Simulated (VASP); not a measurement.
A run of VASP 6.6.1 is set up as follows.

File INCAR:

```
SYSTEM = Be2Cd2O
ALGO = Normal ; EDIFF = 1E-6
ENCUT = 520 ; GGA = PE
ISIF = 2 ; ISMEAR = 0
LASPH = .TRUE. ; LCHARG = .FALSE.
LREAL = .FALSE. ; LWAVE = .FALSE.
NBANDS = 25 ; NELM = 100
PREC = Accurate ; SIGMA = 0.1
```

KPOINTS

```
k-points
0
G
  18 18 18
  0 0 0
```

Contents of POSCAR:

```
Be2Cd2O
1.0
   -1.5282812187      1.5282812187      8.5603949955
    1.5282812187     -1.5282812187      8.5603949955
    1.5282812187      1.5282812187     -8.5603949955
Be Cd O
2 2 1
Direct
    0.0826805083      0.0826805083      0.0000000000
    0.9173194917      0.9173194917      0.0000000000
    0.6781592692      0.6781592692      0.0000000000
    0.3218407308      0.3218407308      0.0000000000
    0.0000000000      0.0000000000      0.0000000000
```

Potentials or basis: VASP PAW PBE potentials, release 64 (Be, Cd, O).

Run with:

```console
$ cat potpaw_PBE.64/Be/POTCAR potpaw_PBE.64/Cd/POTCAR potpaw_PBE.64/O/POTCAR > POTCAR
$ mpirun -np 1 vasp_std > vasp.out
```

Estimate the pressure.

0.0 GPa.

What does it give for the band gap on the k mesh?

Zero (bands 17 and 18 overlap by 2.82 eV).

What does it give for the largest force?

0.056 eV/Å.

Stress tensor (GPa, compression positive):
```
 0.09  0.00  0.00
 0.00  0.09  0.00
 0.00  0.00 -0.25
```
